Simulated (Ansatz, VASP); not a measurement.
Two plane-wave programs on InP

POSCAR

```
InP
1.0
    0.0000000000      2.9531466269      2.9531466269
    2.9531466269      0.0000000000      2.9531466269
    2.9531466269      2.9531466269      0.0000000000
In P
1 1
Direct
    0.0000000000      0.0000000000      0.0000000000
    0.2500000000      0.2500000000      0.2500000000
```

The input INCAR.step1:

```
PREC = Accurate ; ENCUT = 520
EDIFF = 1E-5 ; ISMEAR = 0
SIGMA = 0.05 ; LREAL = False
LASPH = True ; NELM = 60
ALGO = Normal ; ISIF = 2
LWAVE = True ; LCHARG = False
NBANDS = 16 ; GGA = PE
```

INCAR.step2

```
PREC = Accurate ; ENCUT = 520
EDIFF = 1E-7 ; ISMEAR = 0
SIGMA = 0.05 ; LREAL = False
LASPH = True ; NELM = 60
ALGO = Normal ; ISIF = 2
LWAVE = False ; LCHARG = False
GGA = PE ; LHFCALC = True
AEXX = 0.25 ; PRECFOCK = Normal
NBANDS = 16 ; ISTART = 1
```

The input KPOINTS:

```
regular mesh
0
Gamma
  6 6 6
```

Input for Ansatz:

```yaml
crystal:
  lattice:
    - [0.0, 2.9531466269, 2.9531466269]
    - [2.9531466269, 0.0, 2.9531466269]
    - [2.9531466269, 2.9531466269, 0.0]
  atoms:
    - { symbol: In, position: [0.0, 0.0, 0.0] }
    - { symbol: P, position: [0.25, 0.25, 0.25] }
basis:
  ecutwfc: 420
kpoints:
  mp_grid: { grid: [6, 6, 6] }
hamiltonian:
  xc: pbe0
scf:
  occupations: { method: gaussian, width: 0.05 }
output:
  forces: true
  stress: true
  eigenvalues: true
```

Alike in both runs: task single point; functional PBE0; k mesh 6 × 6 × 6; occupations gaussian, width 0.05 eV; no spin polarisation.

|  | VASP | Ansatz |
| --- | --- | --- |
| version | VASP 6.6.1 | Ansatz 0.2.0 |
| potentials or method | VASP PAW PBE potentials, release 64 (In_d, P), cutoff 520 eV | scalar-relativistic, plane waves, PAW |
| valence electrons in the cell | 18 | 18 |

|  | VASP | Ansatz | Ansatz less VASP |
| --- | --- | --- | --- |
| gap on the k mesh at the Fermi level (eV) | 1.99 | 1.97 | -0.026 |
| least direct gap on the mesh (eV) | 1.99 | 1.97 | -0.026 |
| pressure (GPa) | -0.5 | -0.4 | +0.16 |

Ansatz's warnings: stress exchange threshold loose, stress scf threshold loose.
